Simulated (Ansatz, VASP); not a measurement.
## Two plane-wave programs on Hf5C3

```
Hf C
1.0
     4.11835    0.00000    0.00000
     0.00000    4.11835    0.00000
     0.00000    0.00000    6.95220
Hf C
5 3
Direct
  0.00000 0.50000 0.30233
  0.00000 0.50000 0.69767
  0.50000 0.00000 0.30233
  0.50000 0.00000 0.69767
  0.00000 0.00000 0.00000
  0.00000 0.00000 0.50000
  0.50000 0.50000 0.00000
  0.50000 0.50000 0.50000
```

Change from the starting cell: species swapped into the Ti3Al5 type (P4/mmm, No. 123).

Alike in both runs: functional PBE; k mesh 4 × 4 × 2; occupations gaussian, width 0.2 eV; no spin polarisation.

Ansatz relaxed the structure, and its values are those at the end. VASP's run is a single point on that final structure, the one shown.

```csv
,VASP,Ansatz
version,VASP 6.6.1,Ansatz 0.2.0
potentials or method,"VASP PAW PBE potentials, release 64 (Hf_pv, C), cutoff 520 eV","scalar-relativistic, plane waves, PAW"
valence electrons in the cell,62,142
```

```tsv
	VASP	Ansatz	Ansatz less VASP
gap on the k mesh at the Fermi level (eV)	none	none	-
pressure (GPa)	-1.0	-0.1	+0.89
rms of the force components (eV/Å)	0.014	0.015	+0.0005
```

A gap of «none» marks a metal or a gap that the smearing closes. With one functional, cell and mesh, what is left measures potentials, basis and numerics. VASP's potentials hold 62 valence electrons a cell and Ansatz's 142, so a difference there can come from the potentials and not from the codes.

The k mesh is coarse, so the values compare programs but aren't converged. Spin-orbit coupling is off throughout.
